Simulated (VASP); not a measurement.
BaTiO3:

```xyz
5
Lattice="2.7895 1.6105 2.2864 -2.7895 1.6105 2.2864 0.0000 -3.2210 2.2864" Properties=species:S:1:pos:R:3 pbc="T T T"
Ba    0.0000    0.0000   -0.0134
Ti    0.0000    0.0000    3.3361
O     0.0000    1.5893    2.3708
O    -1.3763   -0.7946    2.3708
O     1.3763   -0.7946    2.3708
```

- Program: VASP 6.6.1
- Task: relaxation of the atoms
- Functional: PBE
- Potentials or basis: VASP PAW PBE potentials, release 64 (Ba_sv, Ti_sv, O)
- Cutoff: 520 eV
- k mesh: 8 × 8 × 8
- Occupations: fermi-dirac, width 0.02 eV
- Spin: no spin polarisation

At the start: pressure 14.6 GPa; volume 12.33 Å³/atom.

Question: How do energy, volume and symmetry change on relaxing?

Answer: Over 6 steps the energy falls by 4.3 meV/atom at a fixed cell; space group R3m (No. 160, to 0.1 Å) before and after.

Step by step:
| step | energy change (eV) | largest force (eV/Å) | pressure (GPa) |
| --- | --- | --- | --- |
| 1 | 0.0000 | 0.4538 | 14.58 |
| 2 | -0.0157 | 0.1705 | 13.26 |
| 3 | -0.0171 | 0.1252 | 12.80 |
| 4 | -0.0199 | 0.0725 | 12.69 |
| 5 | -0.0213 | 0.0408 | 12.55 |
| 6 | -0.0216 | 0.0155 | 12.42 |

Final structure:
```
CELL_PARAMETERS angstrom
2.78945 1.61049 2.28641
-2.78945 1.61049 2.28641
0.00000 -3.22098 2.28641
ATOMIC_POSITIONS crystal
Ba 0.00153 0.00153 0.00153
Ti 0.49420 0.49420 0.49420
O 0.50763 0.50763 0.01031
O 0.01031 0.50763 0.50763
O 0.50763 0.01031 0.50763
```
